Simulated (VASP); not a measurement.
## Rh: single point with PBE

Crystal: Rh.

```xyz
1
Lattice="-1.5955 1.5955 1.5955 1.5955 -1.5955 1.5955 1.5955 1.5955 -1.5955" Properties=species:S:1:pos:R:3 pbc="T T T"
Rh    0.0000    0.0000    0.0000
```

This isn't the form of Rh at room conditions, which is fcc.

```json
{"Program": "VASP 6.6.1", "Task": "single point", "Functional": "PBE", "Potentials or basis": "VASP PAW PBE potentials, release 64 (Rh_pv)", "Cutoff": "520 eV", "k mesh": "16 × 16 × 16", "Occupations": "fermi-dirac, width 0.05 eV", "Spin": "collinear spin, ferromagnetic start", "Starting moments": "[0.466] μB", "Dipole correction": "no", "Further INCAR settings": "ALGO = Normal; EDIFF = 1e-06; NBANDS = 18"}
```

```
Pressure                                              : -18.9 GPa
Net moment                                            : 0.67 μB per cell
Site moments                                          : Rh +0.68 μB
Valence electrons inside the program's atomic spheres : Rh 13.56
```

Levels at points of the mesh, in eV from the Fermi level:
Spin up:
| k point | band 4 | band 5 | band 6 | band 7 | band 8 | band 9 | band 10 | band 11 | band 12 | band 13 |
| --- | --- | --- | --- | --- | --- | --- | --- | --- | --- | --- |
| (0.00, 0.00, 0.00) | -6.76 | -2.57 | -2.57 | -2.57 | -0.78 | -0.78 | 18.08 | 18.08 | 18.08 | 20.87 |
| (0.50, 0.00, 0.00) | -4.94 | -3.75 | -0.80 | -0.54 | 0.94 | 1.33 | 7.62 | 14.15 | 16.74 | 20.87 |
| (0.50, 0.50, 0.50) | -4.93 | -4.93 | 0.55 | 0.55 | 0.55 | 8.67 | 8.67 | 8.67 | 16.54 | 16.94 |
Spin down:
| k point | band 5 | band 6 | band 7 | band 8 | band 9 | band 10 |
| --- | --- | --- | --- | --- | --- | --- |
| (0.00, 0.00, 0.00) | -2.21 | -2.21 | -2.21 | -0.10 | -0.10 | 18.10 |
| (0.50, 0.00, 0.00) | -3.43 | -0.22 | 0.15 | 1.36 | 1.37 | 7.93 |
| (0.50, 0.50, 0.50) | -4.45 | 0.97 | 0.97 | 0.97 | 8.74 | 8.74 |

It took 110 s on 1 thread of Intel Xeon 8259CL, with other jobs on the host, peak memory 0.19 GiB.

Caveat: the cell stands under tension.
